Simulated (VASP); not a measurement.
# Sb (P6_3/mmc) in VASP: notebook

Runs on Sb. Level: PBE. Tasks: relaxation of cell and atoms.

Everything below comes from runs of VASP 6.6.1. Logs are shortened: lines on timing, memory, paths and dates and some standing lists are left out, and cuts for length are marked.

### Step 1. The cell of the first run

Symmetry: P6_3/mmc, No. 194, hexagonal system. Conventional cell: a = 2.671 Å, b = 2.671 Å, c = 4.326 Å, α = 90.00°, β = 90.00°, γ = 120.00°. Sb (site symmetry -6m2) has 12 Sb at 2.66 to 2.67 Å within 3.5 Å.

This isn't the form of Sb at room conditions, which is rhombohedral.

### Step 2. Relaxation of cell and atoms, PBE, target pressure 220 GPa, at which the enthalpy is minimised

INCAR reads:

```
  ALGO = Normal
  EDIFF = 1E-7
  EDIFFG = -0.005
  ENCUT = 600
  GGA = PE
  IBRION = 2
  ISIF = 3
  ISMEAR = -1
  LASPH = T
  LCHARG = F
  LREAL = F
  LWAVE = F
  NELM = 100
  NSW = 60
  PREC = Accurate
  PSTRESS = 2200.0
  SIGMA = 0.1
```

KPOINTS reads:

```
k-points
0
Gamma
  16 16 9
```

POSCAR reads:

```
Sb
1.0
    2.6705122189      0.0000000000      0.0000000000
   -1.3352561095      2.3127314227      0.0000000000
    0.0000000000      0.0000000000      4.3262297947
Sb
2
Direct
    0.3333333333      0.6666666667      0.2500000000
    0.6666666667      0.3333333333      0.7500000000
```

Potentials or basis: VASP PAW PBE potentials, release 64 (Sb).

Launch:

```console
cat potpaw_PBE.64/Sb/POTCAR > POTCAR
mpirun -np 1 vasp_std > vasp.out
```

OUTCAR:

```text
EDIFF = 1E-7
   EDIFFG = -0.005
   ENCUT = 600
   GGA = PE
   IBRION = 2
   ISIF = 3
   ISMEAR = -1
   LASPH = T
   LREAL = F
   NELM = 100
   NSW = 60
   PREC = Accurate
   PSTRESS = 2200.0

 ion  position               nearest neighbor table
   1  0.333  0.667  0.250-   2 2.66   2 2.66   2 2.66   2 2.66   2 2.66   2 2.66   2 3.77   2 3.77
                             2 3.77   2 3.77   2 3.77   2 3.77
   2  0.667  0.333  0.750-   1 2.66   1 2.66   1 2.66   1 2.66   1 2.66   1 2.66   1 3.77   1 3.77
                             1 3.77   1 3.77   1 3.77   1 3.77

  LATTYP: Found a hexagonal cell.
 ALAT       =     2.6705122189
 C/A-ratio  =     1.6200000000

  Lattice vectors:

 A1 = (   2.6705122189,   0.0000000000,   0.0000000000)
 A2 = (  -1.3352561095,   2.3127314227,   0.0000000000)
 A3 = (   0.0000000000,   0.0000000000,   4.3262297947)

Analysis of symmetry for initial positions (statically):
=====================================================================
 Subroutine PRICEL returns:
 Original cell was already a primitive cell.

 Routine SETGRP: Setting up the symmetry group for a
 hexagonal supercell.

 Subroutine GETGRP returns: Found 24 space group operations
 (whereof 12 operations were pure point group operations)
 out of a pool of 24 trial point group operations.

The static configuration has the point symmetry D_3d.
 The point group associated with its full space group is D_6h.

Analysis of symmetry for dynamics (positions and initial velocities):
=====================================================================
 Subroutine PRICEL returns:
 Original cell was already a primitive cell.

 Routine SETGRP: Setting up the symmetry group for a
 hexagonal supercell.

 Subroutine GETGRP returns: Found 24 space group operations
 (whereof 12 operations were pure point group operations)
 out of a pool of 24 trial point group operations.

The dynamic configuration has the point symmetry D_3d.
 The point group associated with its full space group is D_6h.

 Subroutine INISYM returns: Found 24 space group operations
 (whereof 12 operations are pure point group operations),
 and found     1 'primitive' translations

----------------------------------------------------------------------------------------

                                     Primitive cell

  volume of cell :      26.7196

  direct lattice vectors                    reciprocal lattice vectors
     2.670512219  0.000000000  0.000000000     0.374459998  0.216194581  0.000000000
    -1.335256109  2.312731423  0.000000000     0.000000000  0.432389161  0.000000000
     0.000000000  0.000000000  4.326229795     0.000000000  0.000000000  0.231148147

  length of vectors
     2.670512219  2.670512219  4.326229795     0.432389161  0.432389161  0.231148147

  position of ions in fractional coordinates (direct lattice)
     0.333333333  0.666666667  0.250000000
     0.666666667  0.333333333  0.750000000

  ion indices of the primitive-cell ions
   primitive index   ion index
                 1           1
                 2           2

----------------------------------------------------------------------------------------

 KPOINTS: k-points

Automatic generation of k-mesh.
 Grid dimensions read from file:
 generate k-points for:   16   16    9

 Generating k-lattice:

  Cartesian coordinates                     Fractional coordinates (reciprocal lattice)
     0.023403750  0.013512161  0.000000000     0.062500000  0.000000000  0.000000000
     0.000000000  0.027024323  0.000000000     0.000000000  0.062500000  0.000000000
     0.000000000  0.000000000  0.025683127     0.000000000  0.000000000  0.111111111

  Length of vectors
     0.027024323  0.027024323  0.025683127

  Shift w.r.t. Gamma in fractional coordinates (k-lattice)
     0.000000000  0.000000000  0.000000000

 Subroutine IBZKPT returns following result:
 ===========================================

 Found    150 irreducible k-points:

 Following reciprocal coordinates:
            Coordinates               Weight
  0.000000  0.000000  0.000000      1.000000
  0.062500 -0.000000  0.000000      6.000000
  0.125000 -0.000000  0.000000      6.000000
  0.187500 -0.000000  0.000000      6.000000
  0.250000 -0.000000  0.000000      6.000000
  0.312500 -0.000000  0.000000      6.000000
[... 16 lines left out ...]
  0.187500  0.187500  0.000000      6.000000
  0.250000  0.187500  0.000000     12.000000
 [... further k-points ...]
   k-points           NKPTS =    150   k-points in BZ     NKDIM =    150   number of bands    NBANDS=      9
   number of dos      NEDOS =    301   number of ions     NIONS =      2
   total plane-waves  NPLWV =  20736
   dimension x,y,z NGX =    24 NGY =   24 NGZ =   36
   dimension x,y,z NGXF=    48 NGYF=   48 NGZF=   72
   ions per type =               2
   NGX,Y,Z   is equivalent  to a cutoff of  14.94, 14.94, 13.83 a.u.
   NGXF,Y,Z  is equivalent  to a cutoff of  29.88, 29.88, 27.67 a.u.
 SYSTEM =  unknown system
   PREC   = accura    normal or accurate (medium, high low for compatibility)
   ISTART =      0    job   : 0-new  1-cont  2-samecut
   ICHARG =      2    charge: 1-file 2-atom 10-const
   ISPIN  =      1    spin polarized calculation?
   LNONCOLLINEAR =      F non collinear calculations
   LSORBIT =      F    spin-orbit coupling
   LASPH  =      T    aspherical Exc in radial PAW
   ENCUT  =  600.0 eV  44.10 Ry    6.64 a.u.   5.33  5.33  8.64*2*pi/ulx,y,z
   NELM   =    100;   NELMIN=  2; NELMDL= -5     # of ELM steps
   EDIFF  = 0.1E-06   stopping-criterion for ELM
   LREAL  =      F    real-space projection
   EDIFFG = -.5E-02   stopping-criterion for IOM
   NSW    =     60    number of steps for IOM
   IBRION =      2    ionic relax: 0-MD 1-quasi-New 2-CG
   NFREE  =      1    steps in history (QN), initial steepest desc. (CG)
   ISIF   =      3    stress and relaxation
   ISYM   =      2    0-nonsym 1-usesym 2-fastsym
   POTIM  = 0.5000    time-step for ionic-motion
   TEBEG  =    0.0;   TEEND  =   0.0 temperature during run
   PSTRESS= 2200.0 pullay stress
   NELECT =      10.0000    total number of electrons
   NUPDOWN=      -1.0000    fix difference up-down
   EMIN   =  10.00;   EMAX   =-10.00  energy-range for DOS
   EFERMI =   0.00;   METHOD = LEGACY
   ISMEAR =    -1;   SIGMA  =   0.10  broadening in eV -4-tet -1-fermi 0-gaus
   EFERMI_NEDOS =   21; number of points for ismear=-14 and -15
   IALGO  =     38    algorithm
   IMIX   =      4    mixing-type and parameters
     AMIX     =   0.40;   BMIX     =  1.00
     AMIX_MAG =   1.60;   BMIX_MAG =  1.00
  volume/ion in A,a.u.               =      13.36        90.16
  Fermi-wavevector in a.u.,A,eV,Ry     =   1.179773  2.229447 18.937458  1.391864
  Thomas-Fermi vector in A             =   2.316077
   LORBIT       =      0    0 simple, 1 ext, 2 COOP (PROOUT), +10 PAW based schemes
   GGA     = PE    functional components
   LHFCALC =     F    Hartree Fock is set to
   AEXX    =    0.0000 exact exchange contribution
   IVDW    =     0    specifies the selected vdW correction
   LEPSILON=     F    determine dielectric tensor
   LRPA    =     F    only Hartree local field effects (RPA)
 conjugate gradient relaxation of ions
 non-spin polarized calculation
  energy-cutoff  :      600.00
  volume of cell :       26.72
 maximum number of plane-waves:       917
 NGX is ok and might be reduce to    24
   NGX = 11   NGY = 11   NGZ = 17

--------------------------------------- Ionic step        1  -------------------------------------------

 number of electron      10.0000000 magnetization

 number of electron       9.9999999 magnetization

 Free energy of the ion-electron system (eV)
  ---------------------------------------------------
  ext. energy  EPLUGINS =         0.00000000
  ---------------------------------------------------
  free energy    TOTEN  =         2.38162962 eV

  energy without entropy =        2.40678017  energy(sigma->0) =        2.39420489

------------------------ aborting loop because EDIFF is reached ----------------------------------------

  FORCE on cell =-STRESS in cart. coord.  units (eV):
  Direction    XX          YY          ZZ          XY          YZ          ZX
  --------------------------------------------------------------------------------------
  -------------------------------------------------------------------------------------
  Total       38.9676401     38.9676401     36.7793194     -0.0000000     -0.0000000      0.0000000
  in kB     2336.6051731   2336.6051732   2205.3875406     -0.0000001     -0.0000000      0.0000000
  external PRESSURE =      92.8659623 kB  Pullay stress =    2200.0000000 kB
[... 97 lines left out ...]
  energy  without entropy=        1.8443880719  energy(sigma->0) =        1.83268703

  enthalpy is  TOTEN    =        39.0557368899 eV   P V=       37.2347509110

[... ionic steps 4 to 7 ...]

--------------------------------------- Ionic step        8  -------------------------------------------

 number of electron      10.0000000 magnetization

------------------------ aborting loop because EDIFF is reached ----------------------------------------
[... 71 lines left out ...]
--------------------------------------- Ionic step       10  -------------------------------------------

 number of electron      10.0000000 magnetization

 Free energy of the ion-electron system (eV)
  ---------------------------------------------------
  ext. energy  EPLUGINS =         0.00000000
  ---------------------------------------------------
  free energy    TOTEN  =         1.96506707 eV

  energy without entropy =        1.98784495  energy(sigma->0) =        1.97645601

 E-fermi :  21.1639     XC(G=0): -13.5285

 val. band max:       21.1590848208   @ k =   0.3125   0.1250   0.4444
 cond. band min:      21.1664172312   @ k =   0.5000  -0.0000   0.2222
 fundamental gap:      0.0073324104
 Fermi energy:        21.1639447249

 k-point     1 :       0.0000    0.0000    0.0000
  band No.  band energies     occupation
      1       0.2314      2.00000
      2       9.3680      2.00000
      3       9.8495      2.00000
      4      28.0436      0.00000
      5      28.0436      0.00000
      6      29.2183      0.00000
      7      30.4644      0.00000
      8      30.4644      0.00000
      9      30.6459      0.00000
[... 265 lines left out ...]
 k-point    24 :       0.2500    0.1875    0.0000
  band No.  band energies     occupation
      1       4.7528      2.00000
      2      13.7929      2.00000
      3      14.1890      2.00000
      4      14.4620      2.00000
      5      16.5253      2.00000
      6      23.1130      0.00000
      7      23.3982      0.00000
      8      24.8258      0.00000
      9      25.7084      0.00000

 [... further k-points ...]

------------------------ aborting loop because EDIFF is reached ----------------------------------------

  FORCE on cell =-STRESS in cart. coord.  units (eV):
  Direction    XX          YY          ZZ          XY          YZ          ZX
  --------------------------------------------------------------------------------------
  -------------------------------------------------------------------------------------
  Total       37.0900406     37.0900406     37.0760340     -0.0000000     -0.0000000     -0.0000000
  in kB     2200.3229441   2200.3229442   2199.4920158     -0.0000001     -0.0000000     -0.0000000
  external PRESSURE =       0.0459680 kB  Pullay stress =    2200.0000000 kB
[... 21 lines left out ...]
  energy  without entropy=        1.9878449510  energy(sigma->0) =        1.97645601

  enthalpy is  TOTEN    =        39.0496639412 eV   P V=       37.0845968669

 reached required accuracy - stopping structural energy minimisation
```

It took 4.7 min on 1 thread of Intel Xeon 8259CL, shared host; peak memory 0.19 GiB.

Results:

```yaml
Free_energy: 1.9651 eV
Relaxed_volume: 13.50 Å³/atom
Relaxed_cell: a = 2.696 Å, b = 2.696 Å, c = 4.291 Å, α = 90.00°, β = 90.00°, γ = 120.00°
Space_group_after_relaxing_to_0.1_Å: P6_3/mmc (No. 194)
Energy_change_on_relaxing_the_run_minimises_the_enthalpy: -208.3 meV/atom
Ionic_steps: 10
Pressure_after_relaxing: 220.0 GPa
Band_gap_on_the_k_mesh: zero (bands 5 and 6 overlap by 14.47 eV)
```

The path:
| step | energy change (eV) | largest force (eV/Å) | pressure (GPa) | volume (Å³) |
| --- | --- | --- | --- | --- |
| 1 | 0.0000 | 0.0000 | 229.29 | 26.72 |
| 2 | -3.5678 | 0.0000 | 149.94 | 29.80 |
| 3 | -0.5606 | 0.0000 | 216.69 | 27.12 |
| 4 | -0.5293 | 0.0000 | 217.39 | 27.09 |
| 5 | -0.1456 | 0.0000 | 225.87 | 26.83 |
| 6 | -0.4261 | 0.0000 | 219.79 | 27.01 |
| 7 | -0.4209 | 0.0000 | 219.91 | 27.01 |
| 8 | -0.4232 | 0.0000 | 219.85 | 27.01 |
| 9 | -0.3820 | 0.0000 | 220.78 | 26.98 |
| 10 | -0.4166 | 0.0000 | 220.00 | 27.01 |

Final structure:
```cif
data_structure
_symmetry_space_group_name_H-M 'P 1'
_symmetry_Int_Tables_number 1
_cell_length_a 2.6960
_cell_length_b 2.6960
_cell_length_c 4.2906
_cell_angle_alpha 90.000
_cell_angle_beta 90.000
_cell_angle_gamma 120.000
_cell_volume 27.01
loop_
_atom_site_label
_atom_site_type_symbol
_atom_site_fract_x
_atom_site_fract_y
_atom_site_fract_z
_atom_site_occupancy
Sb1 Sb 0.33333 0.66667 0.25000 1
Sb2 Sb 0.66667 0.33333 0.75000 1
```

Caveat: the cell is relaxed towards a set pressure, so the run minimises the enthalpy, not the energy; spin-orbit coupling is left out, which moves the levels of the heavy elements.

### Step 3. Relaxation of cell and atoms, PBE, target pressure 220 GPa, at which the enthalpy is minimised

This run uses another cell than the first one, of 13.41 Å³/atom.

INCAR reads:

```
ALGO = Normal ; EDIFF = 1E-7
EDIFFG = -0.005 ; ENCUT = 600
GGA = PE ; IBRION = 2
ISIF = 3 ; ISMEAR = -1
LASPH = T ; LCHARG = F
LREAL = F ; LWAVE = F
NELM = 80 ; NSW = 32
PREC = Accurate ; PSTRESS = 2200.0
SIGMA = 0.1
```

KPOINTS is that of step 2.

POSCAR reads:

```
Sb
1.0
    2.6896210486      0.0000000000      0.0000000000
   -1.3448105243      2.3292801546      0.0000000000
    0.0000000000      0.0000000000      4.2801451494
Sb
2
Direct
    0.3333333333      0.6666666667      0.2500000000
    0.6666666667      0.3333333333      0.7500000000
```

Potentials or basis: VASP PAW PBE potentials, release 64 (Sb).

Launch:

```console
cat potpaw_PBE.64/Sb/POTCAR > POTCAR
mpirun -np 1 vasp_std > vasp.out
```

Wall time 2.1 min (1 thread of Intel Xeon 8259CL, shared host); peak memory 0.2 GiB.

The run converged. Its results:

```yaml
Free_energy: 1.9648 eV
Relaxed_volume: 13.50 Å³/atom
Relaxed_cell: a = 2.696 Å, b = 2.696 Å, c = 4.290 Å, α = 90.00°, β = 90.00°, γ = 120.00°
Space_group_after_relaxing_to_0.1_Å: P6_3/mmc (No. 194)
Energy_change_on_relaxing_the_run_minimises_the_enthalpy: -134.2 meV/atom
Ionic_steps: 4
Pressure_after_relaxing: 220.0 GPa
Band_gap_on_the_k_mesh: zero (bands 5 and 6 overlap by 14.47 eV)
```

The path:
```
step  energy change (eV)  largest force (eV/Å)  pressure (GPa)  volume (Å³)
   1              0.0000                0.0000          226.07        26.81
   2             -2.4828                0.0000          170.71        28.83
   3             -0.2777                0.0000          219.79        27.01
   4             -0.2684                0.0000          220.00        27.01
```

Final structure:
```
CELL_PARAMETERS angstrom
2.69606 0.00000 0.00000
-1.34803 2.33486 0.00000
0.00000 0.00000 4.29037
ATOMIC_POSITIONS crystal
Sb 0.33333 0.66667 0.25000
Sb 0.66667 0.33333 0.75000
```

Levels at points of the mesh, in eV from the Fermi level:
```csv
k point,band 3,band 4,band 5,band 6,band 7,band 8
"(0.00, 0.00, 0.00)",-11.31,6.88,6.88,8.05,9.30,9.30
"(0.50, 0.00, 0.00)",-5.00,-4.84,-3.62,-1.77,-0.34,5.01
```

Caveat: the cell is relaxed towards a set pressure, so the run minimises the enthalpy, not the energy; spin-orbit coupling is left out, which moves the levels of the heavy elements.
